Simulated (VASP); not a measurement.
Crystal: ZnO.

```xyz
4
Lattice="3.2354 0.0000 0.0000 -1.6177 2.8019 0.0000 0.0000 0.0000 5.2109" Properties=species:S:1:pos:R:3 pbc="T T T"
Zn    0.0000    1.8679    2.6037
Zn    1.6177    0.9340   -0.0018
O     1.6177    0.9340    1.9768
O     0.0000    1.8679    4.5822
```

Base run:

| Property | Result |
| --- | --- |
| Program | VASP 6.6.1 |
| Functional | PBE |
| Potentials or basis | VASP PAW PBE potentials, release 64 (Zn, O) |
| Cutoff | 520 eV |
| k mesh | 6 × 6 × 4 |
| Occupations | gaussian, width 0.01 eV |
| Spin | no spin polarisation |

Its results: band gap on the k mesh 0.79 eV; pressure 7.2 GPa; largest force 0.004 eV/Å.

Problem. After a change of settings the same cell gave: band gap on the k mesh 1.23 eV; pressure 1.0 GPa; largest force 0.008 eV/Å. Which change was it?
A. k mesh from 6 × 6 × 4, through Γ to 6 × 6 × 4, shifted
B. further incar settings from ALGO = Normal; EDIFF = 1e-07; NBANDS = 26; ISYM = 0 to ALGO = Normal; EDIFF = 1e-06; NBANDS = 26; dispersion from none to D4
C. functional from PBE to r2SCAN; further incar settings from ALGO = Normal; EDIFF = 1e-07; NBANDS = 26; ISYM = 0 to ALGO = Normal; EDIFF = 1e-06; NBANDS = 26
D. further incar settings from ALGO = Normal; EDIFF = 1e-07; NBANDS = 26; ISYM = 0 to ALGO = Normal; EDIFF = 1e-07; NBANDS = 26

Solution. C.

Caveats: the cell stands under pressure (at least some runs); the PAW data sets were made with another functional, which shifts forces and pressure a little (at least some runs).
